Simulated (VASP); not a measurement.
# Ta2C (P-3m1) in VASP: further runs, part 2 of 2

VASP 6.6.1.

## (3) Relaxation of cell and atoms, r2SCAN

POSCAR

```
Ta2C
1.0
    3.1059007354      0.0000000000      0.0000000000
   -1.5529503677      2.6897889385      0.0000000000
    0.0000000000      0.0000000000      4.9464000000
Ta C
2 1
Direct
    0.3333333333      0.6666666667      0.2520100000
    0.6666666667      0.3333333333      0.7479900000
    0.0000000000      0.0000000000      0.0000000000
```

INCAR.step1

```
ALGO = Normal ; EDIFF = 1E-4
ENCUT = 600 ; GGA = PE
ISMEAR = 0 ; LASPH = True
LCHARG = False ; LREAL = False
LWAVE = True ; NELM = 100
PREC = Accurate ; SIGMA = 0.1
```

INCAR.step2

```
ALGO = Normal ; EDIFF = 1E-7
EDIFFG = -0.04 ; ENCUT = 600
IBRION = 2 ; ISIF = 3
ISMEAR = 0 ; ISTART = 1
LASPH = True ; LCHARG = False
LMIXTAU = True ; LREAL = False
LWAVE = False ; METAGGA = R2SCAN
NELM = 100 ; NSW = 90
PREC = Accurate ; SIGMA = 0.1
```

KPOINTS

```
k-points
0
Gamma
  6 6 4
```

Potentials or basis: VASP PAW PBE potentials, release 64 (Ta_pv, C).

Run with:

```console
> cat potpaw_PBE.64/Ta_pv/POTCAR potpaw_PBE.64/C/POTCAR > POTCAR
> cp INCAR.step1 INCAR
> mpirun -np 1 vasp_std > vasp.out
> cp INCAR.step2 INCAR
> mpirun -np 1 vasp_std > vasp.out
```

OUTCAR:

```text
EDIFF = 1E-7
   EDIFFG = -0.04
   ENCUT = 600
   IBRION = 2
   ISIF = 3
   ISMEAR = 0
   ISTART = 1
   LASPH = True
   LREAL = False
   METAGGA = R2SCAN
   NELM = 100
   NSW = 90
   PREC = Accurate

 ion  position               nearest neighbor table
   1  0.333  0.667  0.252-   3 2.18   3 2.18   3 2.18   2 3.04   2 3.04   2 3.04   2 3.07   2 3.07
                             2 3.07
   2  0.667  0.333  0.748-   3 2.18   3 2.18   3 2.18   1 3.04   1 3.04   1 3.04   1 3.07   1 3.07
                             1 3.07
   3  0.000  0.000  0.000-   1 2.18   2 2.18   2 2.18   1 2.18   2 2.18   1 2.18

  LATTYP: Found a hexagonal cell.
 ALAT       =     3.1059007354
 C/A-ratio  =     1.5925814832

  Lattice vectors:

 A1 = (   3.1059007354,   0.0000000000,   0.0000000000)
 A2 = (  -1.5529503677,   2.6897889385,   0.0000000000)
 A3 = (   0.0000000000,   0.0000000000,   4.9464000000)

Analysis of symmetry for initial positions (statically):
=====================================================================
 Subroutine PRICEL returns:
 Original cell was already a primitive cell.

 Routine SETGRP: Setting up the symmetry group for a
 hexagonal supercell.

 Subroutine GETGRP returns: Found 12 space group operations
[... 158 lines left out ...]
--------------------------------------- Ionic step        1  -------------------------------------------

 number of electron      26.0000001 magnetization

 Free energy of the ion-electron system (eV)
  ---------------------------------------------------
  ext. energy  EPLUGINS =         0.00000000
  ---------------------------------------------------
  free energy    TOTEN  =      -109.17078898 eV

  energy without entropy =     -109.16719441  energy(sigma->0) =     -109.16899169

------------------------ aborting loop because EDIFF is reached ----------------------------------------

  FORCE on cell =-STRESS in cart. coord.  units (eV):
  Direction    XX          YY          ZZ          XY          YZ          ZX
  --------------------------------------------------------------------------------------
  -------------------------------------------------------------------------------------
  Total        0.4713685      0.4713685      0.3676635      0.0000000      0.0000000     -0.0000000
  in kB       18.2757879     18.2757879     14.2549617      0.0000000      0.0000000     -0.0000000
  external PRESSURE =      16.9355125 kB  Pullay stress =       0.0000000 kB
[... 135 lines left out ...]
--------------------------------------- Ionic step        5  -------------------------------------------

 number of electron      26.0000000 magnetization

 Free energy of the ion-electron system (eV)
  ---------------------------------------------------
  ext. energy  EPLUGINS =         0.00000000
  ---------------------------------------------------
  free energy    TOTEN  =      -109.17850090 eV

  energy without entropy =     -109.17509572  energy(sigma->0) =     -109.17679831

 E-fermi :   6.6448     XC(G=0): -13.8517

 val. band max:        6.5933536026   @ k =   0.0000   0.0000   0.0000
 cond. band min:       6.6746695357   @ k =   0.0000   0.0000   0.2500
 fundamental gap:      0.0813159331
 Fermi energy:         6.6448133098

 k-point     1 :       0.0000    0.0000    0.0000
  band No.  band energies     occupation
      1     -29.6559      2.00000
      2     -28.9551      2.00000
      3     -28.9551      2.00000
      4     -28.8403      2.00000
      5     -28.8403      2.00000
      6     -28.7508      2.00000
[... 499 lines left out ...]
  FREE ENERGIE OF THE ION-ELECTRON SYSTEM (eV)
  ---------------------------------------------------
  free  energy   TOTEN  =      -109.1785009014 eV

  energy  without entropy=     -109.1750957182  energy(sigma->0) =     -109.17679831

 reached required accuracy - stopping structural energy minimisation
```

OSZICAR.step1:

```text
N       E                     dE             d eps       ncg     rms          rms(c)
DAV:   1     0.211552956337E+03    0.21155E+03   -0.16650E+04   816   0.178E+03
DAV:   2    -0.314228666001E+02   -0.24298E+03   -0.24062E+03   958   0.446E+02
DAV:   3    -0.386838337036E+02   -0.72610E+01   -0.72057E+01  1093   0.675E+01
DAV:   4    -0.387717154503E+02   -0.87882E-01   -0.87790E-01  1040   0.682E+00
DAV:   5    -0.387726255892E+02   -0.91014E-03   -0.90848E-03  1078   0.617E-01    0.278E+01
DAV:   6    -0.349091030207E+02    0.38635E+01   -0.25534E+01   939   0.290E+01    0.119E+01
DAV:   7    -0.347092788401E+02    0.19982E+00   -0.14912E+00  1005   0.831E+00    0.569E+00
DAV:   8    -0.346730533553E+02    0.36225E-01   -0.16268E-01   988   0.326E+00    0.568E-01
DAV:   9    -0.346696233126E+02    0.34300E-02   -0.28839E-02  1043   0.106E+00    0.178E-01
DAV:  10    -0.346694563683E+02    0.16694E-03   -0.53731E-03  1018   0.560E-01    0.797E-02
DAV:  11    -0.346693575435E+02    0.98825E-04   -0.67894E-04  1022   0.161E-01
   1 F= -.34669358E+02 E0= -.34667965E+02  d E =-.278607E-02
```

Wall time 7.6 min (1 thread of Intel Xeon 8259CL, shared host); peak memory 0.2 GiB.

Results:

| Quantity | Value |
| --- | --- |
| Free energy | -109.1785 eV |
| Relaxed volume | 13.81 Å³/atom |
| Relaxed cell | a = 3.110 Å, b = 3.110 Å, c = 4.946 Å, α = 90.00°, β = 90.00°, γ = 120.00° |
| Space group after relaxing (to 0.1 Å) | P-3m1 (No. 164) |
| Energy gained by relaxing | 2.6 meV/atom |
| Ionic steps | 5 |
| Pressure after relaxing | 0.0 GPa |
| Band gap on the k mesh | zero (bands 13 and 14 overlap by 0.74 eV) |

Forces on the atoms (eV/Å):
```
Ta   0.000  0.000 -0.002
Ta   0.000  0.000  0.002
C    0.000  0.000  0.000
```

The path:
| step | energy change (eV) | largest force (eV/Å) | pressure (GPa) | volume (Å³) |
| --- | --- | --- | --- | --- |
| 1 | 0.0000 | 0.4990 | 1.69 | 41.32 |
| 2 | 0.0108 | 0.4548 | -5.66 | 42.20 |
| 3 | -0.0062 | 0.1288 | -1.19 | 41.65 |
| 4 | -0.0067 | 0.1131 | 0.96 | 41.26 |
| 5 | -0.0077 | 0.0025 | -0.02 | 41.43 |

Final structure:
```yaml
crystal:
  lattice:
    - [3.11013, 0.00000, 0.00000]
    - [-1.55507, 2.69345, 0.00000]
    - [0.00000, 0.00000, 4.94567]
  atoms:
    - { symbol: Ta, position: [0.33333, 0.66667, 0.25490] }
    - { symbol: Ta, position: [0.66667, 0.33333, 0.74510] }
    - { symbol: C, position: [0.00000, 0.00000, 0.00000] }
```

Caveat: the k points lie up to 0.39 Å⁻¹ apart in the final cell, too coarse for converged energies and pressures of a metal; the PAW data sets were made with another functional, which shifts forces and pressure a little; spin-orbit coupling is left out, which moves the levels of the heavy elements.

The gap in the log of VASP goes by the Fermi energy; the results here count the filled bands.